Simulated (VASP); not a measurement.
A run of VASP 6.6.1:

INCAR

```
ALGO = Fast
EDIFF = 1E-6
ENCUT = 520
GGA = PE
ISIF = 2
ISMEAR = 0
LASPH = True
LCHARG = False
LREAL = False
LWAVE = False
NBANDS = 14
NELM = 100
PREC = Accurate
SIGMA = 0.1
```

Contents of KPOINTS:

```
k-points
0
Gamma
  18 18 10
```

File POSCAR:

```
Re
1.0
    2.7630964560      0.0000000000      0.0000000000
   -1.3815482281      2.3929117240      0.0000000000
    0.0000000000      0.0000000000      4.5370566824
Re
2
Direct
    0.3333333300      0.6666666700      0.2500000000
    0.6666666700      0.3333333300      0.7500000000
```

Potentials or basis: VASP PAW PBE potentials, release 64 (Re).

Run with:

```bash
$ cat potpaw_PBE.64/Re/POTCAR > POTCAR
$ mpirun -np 1 vasp_std > vasp.out
```

Hardware: 1 thread of Intel(R) Xeon(R) 6975P-C (Granite Rapids), on a shared host.

**Question.** Estimate the wall time of this run.

**Answer.** Run time: 52 s on 1 thread of Intel(R) Xeon(R) 6975P-C (Granite Rapids), with other jobs on the host, peak memory 0.22 GiB. Counts: scf iterations 13, k points 222.
